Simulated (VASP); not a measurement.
# CuCl (F-43m) in VASP: single point with PBEsol+U

Aim: the single point of CuCl with PBEsol+U.

Program: VASP 6.6.1. These are calculated values, not measurements. Logs are shortened: lines on timing, memory, paths and dates and some standing lists are left out, and cuts for length are marked.

## (1) The cell of the first run

The structure is cubic, space group F-43m (No. 216). Conventional cell: a = 5.356 Å, b = 5.356 Å, c = 5.356 Å, α = 90.00°, β = 90.00°, γ = 90.00°. Within 3.1 Å of Cu (site symmetry -43m) lie 4 Cl at 2.32 Å. Cl (site symmetry -43m) has 4 Cu at 2.32 Å within 3.1 Å.

## (2) Single point, PBEsol+U

Contents of INCAR:

```
SYSTEM = CuCl
PREC = Accurate
ENCUT = 820
EDIFF = 1E-6
ISMEAR = 0
SIGMA = 0.05
LREAL = .FALSE.
LASPH = .TRUE.
NELM = 200
ALGO = Normal
ISIF = 2
LWAVE = .FALSE.
LCHARG = .FALSE.
LMAXMIX = 4
LDAU = .TRUE.
LDAUTYPE = 2
LDAUL = 2 -1
LDAUU = 5 0
LDAUJ = 0 0
LDAUPRINT = 1
GGA = PS
NBANDS = 20
GGA_COMPAT = .FALSE.
```

Contents of KPOINTS:

```
regular mesh
0
G
  12 12 12
  0 0 0
```

Contents of POSCAR:

```
CuCl
1.0
    0.0000000000      2.6782434428      2.6782434428
    2.6782434428      0.0000000000      2.6782434428
    2.6782434428      2.6782434428      0.0000000000
Cu Cl
1 1
Direct
    0.0000000000      0.0000000000      0.0000000000
    0.7500000000      0.7500000000      0.7500000000
```

Potentials or basis: VASP PAW PBE potentials, release 64 (Cu_sv_GW, Cl).

Started as:

```console
$ cat potpaw_PBE.64/Cu_sv_GW/POTCAR potpaw_PBE.64/Cl/POTCAR > POTCAR
$ mpirun -np 1 vasp_std > vasp.out
```

OUTCAR:

```text
SYSTEM = CuCl
   PREC = Accurate
   ENCUT = 820
   EDIFF = 1E-6
   ISMEAR = 0
   LREAL = .FALSE.
   LASPH = .TRUE.
   NELM = 200
   ISIF = 2
   GGA = PS

 ion  position               nearest neighbor table
   1  0.000  0.000  0.000-   2 2.32   2 2.32   2 2.32   2 2.32
   2  0.750  0.750  0.750-   1 2.32   1 2.32   1 2.32   1 2.32

  LATTYP: Found a face centered cubic cell.
 ALAT       =     5.3564868856

  Lattice vectors:

 A1 = (   0.0000000000,   2.6782434428,   2.6782434428)
 A2 = (   2.6782434428,   0.0000000000,   2.6782434428)
 A3 = (   2.6782434428,   2.6782434428,   0.0000000000)

Analysis of symmetry for initial positions (statically):
=====================================================================
 Subroutine PRICEL returns:
 Original cell was already a primitive cell.

 Routine SETGRP: Setting up the symmetry group for a
 face centered cubic supercell.

 Subroutine GETGRP returns: Found 24 space group operations
 (whereof 24 operations were pure point group operations)
 out of a pool of 48 trial point group operations.

The static configuration has the point symmetry T_d .

Analysis of symmetry for dynamics (positions and initial velocities):
=====================================================================
 Subroutine PRICEL returns:
 Original cell was already a primitive cell.

 Routine SETGRP: Setting up the symmetry group for a
 face centered cubic supercell.

 Subroutine GETGRP returns: Found 24 space group operations
 (whereof 24 operations were pure point group operations)
 out of a pool of 48 trial point group operations.

The dynamic configuration has the point symmetry T_d .

 Subroutine INISYM returns: Found 24 space group operations
 (whereof 24 operations are pure point group operations),
 and found     1 'primitive' translations

----------------------------------------------------------------------------------------

                                     Primitive cell

  volume of cell :      38.4220

  direct lattice vectors                    reciprocal lattice vectors
     0.000000000  2.678243443  2.678243443    -0.186689526  0.186689526  0.186689526
     2.678243443  0.000000000  2.678243443     0.186689526 -0.186689526  0.186689526
     2.678243443  2.678243443  0.000000000     0.186689526  0.186689526 -0.186689526

  length of vectors
     3.787608200  3.787608200  3.787608200     0.323355745  0.323355745  0.323355745

  position of ions in fractional coordinates (direct lattice)
     0.000000000  0.000000000  0.000000000
     0.750000000  0.750000000  0.750000000

  ion indices of the primitive-cell ions
   primitive index   ion index
                 1           1
                 2           2

----------------------------------------------------------------------------------------

 KPOINTS: regular mesh

Automatic generation of k-mesh.
 Grid dimensions read from file:
 generate k-points for:   12   12   12

 Generating k-lattice:

  Cartesian coordinates                     Fractional coordinates (reciprocal lattice)
    -0.015557461  0.015557461  0.015557461     0.083333333  0.000000000  0.000000000
     0.015557461 -0.015557461  0.015557461     0.000000000  0.083333333  0.000000000
     0.015557461  0.015557461 -0.015557461     0.000000000  0.000000000  0.083333333

  Length of vectors
     0.026946312  0.026946312  0.026946312

  Shift w.r.t. Gamma in fractional coordinates (k-lattice)
     0.000000000  0.000000000  0.000000000

 Subroutine IBZKPT returns following result:
 ===========================================

 Found     72 irreducible k-points:

 Following reciprocal coordinates:
            Coordinates               Weight
  0.000000  0.000000  0.000000      1.000000
  0.083333  0.000000  0.000000      8.000000
  0.166667  0.000000  0.000000      8.000000
  0.250000  0.000000  0.000000      8.000000
  0.333333  0.000000  0.000000      8.000000
  0.416667  0.000000  0.000000      8.000000
[... 16 lines left out ...]
  0.500000  0.166667  0.000000     24.000000
 -0.416667  0.166667  0.000000     24.000000
 [... further k-points ...]
   k-points           NKPTS =     72   k-points in BZ     NKDIM =     72   number of bands    NBANDS=     20
   number of dos      NEDOS =    301   number of ions     NIONS =      2
   total plane-waves  NPLWV =  46656
   dimension x,y,z NGX =    36 NGY =   36 NGZ =   36
   dimension x,y,z NGXF=    72 NGYF=   72 NGZF=   72
   ions per type =               1   1
   NGX,Y,Z   is equivalent  to a cutoff of  15.80, 15.80, 15.80 a.u.
   NGXF,Y,Z  is equivalent  to a cutoff of  31.60, 31.60, 31.60 a.u.
 SYSTEM =  CuCl
   PREC   = accura    normal or accurate (medium, high low for compatibility)
   ISTART =      0    job   : 0-new  1-cont  2-samecut
   ICHARG =      2    charge: 1-file 2-atom 10-const
   ISPIN  =      1    spin polarized calculation?
   LNONCOLLINEAR =      F non collinear calculations
   LSORBIT =      F    spin-orbit coupling
   LASPH  =      T    aspherical Exc in radial PAW
   ENCUT  =  820.0 eV  60.27 Ry    7.76 a.u.   8.84  8.84  8.84*2*pi/ulx,y,z
   NELM   =    200;   NELMIN=  2; NELMDL= -5     # of ELM steps
   EDIFF  = 0.1E-05   stopping-criterion for ELM
   LREAL  =      F    real-space projection
[... 7 lines left out ...]
   TEBEG  =    0.0;   TEEND  =   0.0 temperature during run
   PSTRESS=    0.0 pullay stress
   NELECT =      26.0000    total number of electrons
   NUPDOWN=      -1.0000    fix difference up-down
   EMIN   =  10.00;   EMAX   =-10.00  energy-range for DOS
   EFERMI =   0.00;   METHOD = LEGACY
   ISMEAR =     0;   SIGMA  =   0.05  broadening in eV -4-tet -1-fermi 0-gaus
   EFERMI_NEDOS =   21; number of points for ismear=-14 and -15
   IALGO  =     38    algorithm
   IMIX   =      4    mixing-type and parameters
     AMIX     =   0.40;   BMIX     =  1.00
     AMIX_MAG =   1.60;   BMIX_MAG =  1.00
  volume/ion in A,a.u.               =      19.21       129.64
  Fermi-wavevector in a.u.,A,eV,Ry     =   1.437273  2.716052 28.106280  2.065753
  Thomas-Fermi vector in A             =   2.556369
   LORBIT       =      0    0 simple, 1 ext, 2 COOP (PROOUT), +10 PAW based schemes
 LDA+U is selected, type is set to LDAUTYPE =  2
   angular momentum for each species LDAUL =     2   -1
   U (eV)           for each species LDAUU =   5.0  0.0
   J (eV)           for each species LDAUJ =   0.0  0.0
   GGA     = PS    functional components
   LHFCALC =     F    Hartree Fock is set to
   AEXX    =    0.0000 exact exchange contribution
   IVDW    =     0    specifies the selected vdW correction
   LEPSILON=     F    determine dielectric tensor
   LRPA    =     F    only Hartree local field effects (RPA)
 non-spin polarized calculation
 Gauss-broadening in eV      SIGMA  =   0.05
  energy-cutoff  :      820.00
  volume of cell :       38.42
 maximum number of plane-waves:      2085
   NGX = 17   NGY = 17   NGZ = 17

atom =   1  type =  1  l = 2

 onsite density matrix

spin component  1

  0.9263  0.0000  0.0000 -0.0000  0.0000
  0.0000  0.9263  0.0000 -0.0000  0.0000
  0.0000  0.0000  0.9212 -0.0000  0.0000
 -0.0000 -0.0000 -0.0000  0.9263 -0.0000
  0.0000  0.0000  0.0000 -0.0000  0.9212

spin component  2

  0.9263  0.0000  0.0000 -0.0000  0.0000
  0.0000  0.9263  0.0000 -0.0000  0.0000
  0.0000  0.0000  0.9212 -0.0000  0.0000
 -0.0000 -0.0000 -0.0000  0.9263 -0.0000
  0.0000  0.0000  0.0000 -0.0000  0.9212

 occupancies and eigenvectors

  o =  0.9212  v =  0.0000  0.0000 -0.9246 -0.0000 -0.3810  0.0000  0.0000  0.0000  0.0000  0.0000      0.0000  0.0000  0.0000  0.0000  0.0000  0.0000  0.0000  0.0000  0.0000  0.0000
  o =  0.9212  v =  0.0000  0.0000  0.0000  0.0000  0.0000  0.0000  0.0000 -0.9246 -0.0000 -0.3810      0.0000  0.0000  0.0000  0.0000  0.0000  0.0000  0.0000  0.0000  0.0000  0.0000
  o =  0.9212  v =  0.0000 -0.0000  0.3810  0.0000 -0.9246  0.0000  0.0000  0.0000  0.0000  0.0000      0.0000  0.0000  0.0000  0.0000  0.0000  0.0000  0.0000  0.0000  0.0000  0.0000
  o =  0.9212  v =  0.0000  0.0000  0.0000  0.0000  0.0000  0.0000 -0.0000  0.3810  0.0000 -0.9246      0.0000  0.0000  0.0000  0.0000  0.0000  0.0000  0.0000  0.0000  0.0000  0.0000
  o =  0.9263  v =  0.0000  0.0000  0.0000  0.0000  0.0000  0.0000  0.4810  0.0000 -0.8767  0.0000      0.0000  0.0000  0.0000  0.0000  0.0000  0.0000  0.0000  0.0000  0.0000  0.0000
  o =  0.9263  v =  0.0000  0.4810  0.0000 -0.8767  0.0000  0.0000  0.0000  0.0000  0.0000  0.0000      0.0000  0.0000  0.0000  0.0000  0.0000  0.0000  0.0000  0.0000  0.0000  0.0000
  o =  0.9263  v =  0.0000 -0.8767 -0.0000 -0.4810  0.0000  0.0000  0.0000  0.0000  0.0000  0.0000      0.0000  0.0000  0.0000  0.0000  0.0000  0.0000  0.0000  0.0000  0.0000  0.0000
  o =  0.9263  v =  0.0000  0.0000  0.0000  0.0000  0.0000  0.0000 -0.8767 -0.0000 -0.4810  0.0000      0.0000  0.0000  0.0000  0.0000  0.0000  0.0000  0.0000  0.0000  0.0000  0.0000
  o =  0.9263  v =  0.0000  0.0000  0.0000  0.0000  0.0000  1.0000  0.0000  0.0000  0.0000  0.0000      0.0000  0.0000  0.0000  0.0000  0.0000  0.0000  0.0000  0.0000  0.0000  0.0000
  o =  0.9263  v =  1.0000  0.0000  0.0000  0.0000  0.0000  0.0000  0.0000  0.0000  0.0000  0.0000      0.0000  0.0000  0.0000  0.0000  0.0000  0.0000  0.0000  0.0000  0.0000  0.0000

 number of electron      25.9999994 magnetization

 Free energy of the ion-electron system (eV)
  ---------------------------------------------------
  ext. energy  EPLUGINS =         0.00000000
  ---------------------------------------------------
  free energy    TOTEN  =        -5.21728732 eV

  energy without entropy =       -5.21728732  energy(sigma->0) =       -5.21728732

 E-fermi :   3.7880     XC(G=0):  -9.9324

 val. band max:        3.3037513334   @ k =   0.0000   0.0000   0.0000
 cond. band min:       4.6288342362   @ k =   0.0000   0.0000   0.0000
 fundamental gap:      1.3250829028
 Fermi energy:         3.7880470770

 k-point     1 :       0.0000    0.0000    0.0000
  band No.  band energies     occupation
      1    -105.6508      2.00000
      2     -63.2679      2.00000
      3     -63.2679      2.00000
      4     -63.2679      2.00000
      5     -13.0823      2.00000
      6      -1.3269      2.00000
[... 12 lines left out ...]
     19      15.7333      0.00000
     20      16.8716      0.00000
[... 507 lines left out ...]
 k-point    24 :      -0.4167    0.1667    0.0000
  band No.  band energies     occupation
      1    -105.6505      2.00000
      2     -63.2682      2.00000
      3     -63.2677      2.00000
      4     -63.2677      2.00000
      5     -12.5577      2.00000
      6      -2.5539      2.00000
[... 12 lines left out ...]
     19      16.2150      0.00000
     20      17.6990      0.00000

 [... further k-points ...]

------------------------ aborting loop because EDIFF is reached ----------------------------------------

  FORCE on cell =-STRESS in cart. coord.  units (eV):
  Direction    XX          YY          ZZ          XY          YZ          ZX
  --------------------------------------------------------------------------------------
  -------------------------------------------------------------------------------------
  Total       -0.3236005     -0.3236005     -0.3236005      0.0000000     -0.0000000     -0.0000000
  in kB      -13.4939665    -13.4939665    -13.4939665      0.0000000     -0.0000000     -0.0000000
  external PRESSURE =     -13.4939665 kB  Pullay stress =       0.0000000 kB

 VOLUME and BASIS-vectors are now :
 -----------------------------------------------------------------------------
  energy-cutoff  :      820.00
  volume of cell :       38.42
      direct lattice vectors                 reciprocal lattice vectors
     0.000000000  2.678243443  2.678243443    -0.186689526  0.186689526  0.186689526
     2.678243443  0.000000000  2.678243443     0.186689526 -0.186689526  0.186689526
     2.678243443  2.678243443  0.000000000     0.186689526  0.186689526 -0.186689526

 POSITION                                       TOTAL-FORCE (eV/Angst)
 -----------------------------------------------------------------------------------
      0.00000      0.00000      0.00000         0.000000      0.000000      0.000000
      4.01737      4.01737      4.01737        -0.000000     -0.000000     -0.000000
 -----------------------------------------------------------------------------------
    total drift:                               -0.000000     -0.000000     -0.000000

  FREE ENERGIE OF THE ION-ELECTRON SYSTEM (eV)
  ---------------------------------------------------
  free  energy   TOTEN  =        -5.2172873181 eV

  energy  without entropy=       -5.2172873181  energy(sigma->0) =       -5.21728732
```

Run time: 94 s. Hardware: 1 thread of Intel Xeon Platinum 8259CL at 2.50GHz (Skylake/Cascade Lake), shared host; peak memory 0.29 GiB.

Results:

* Free energy: -5.2173 eV
* Pressure: -1.3 GPa
* Band gap on the k mesh: 1.32 eV

Levels at points of the mesh, in eV from the valence-band top:
| k point | band 9 | band 10 | band 11 | band 12 | band 13 | band 14 | band 15 | band 16 | band 17 | band 18 |
| --- | --- | --- | --- | --- | --- | --- | --- | --- | --- | --- |
| (0.00, 0.00, 0.00) | -1.87 | -1.87 | 0.00 | 0.00 | 0.00 | 1.33 | 7.54 | 7.54 | 7.54 | 12.43 |
| (0.50, 0.00, 0.00) | -1.80 | -1.80 | -1.74 | -0.65 | -0.65 | 3.70 | 7.56 | 7.89 | 7.89 | 12.69 |
| (0.50, 0.50, 0.00) | -1.94 | -1.69 | -1.64 | -1.39 | -1.39 | 3.95 | 5.25 | 9.55 | 11.97 | 11.97 |

Eigenvalues of the final occupation matrices:
```
    site  spin  trace               eigenvalues
site 1 d     1   4.62  0.92 0.92 0.93 0.93 0.93
site 1 d     2   4.62  0.92 0.92 0.93 0.93 0.93
```

Caveat: the PAW data sets were made with another functional, which shifts forces and pressure a little. A k mesh can miss the band edges.
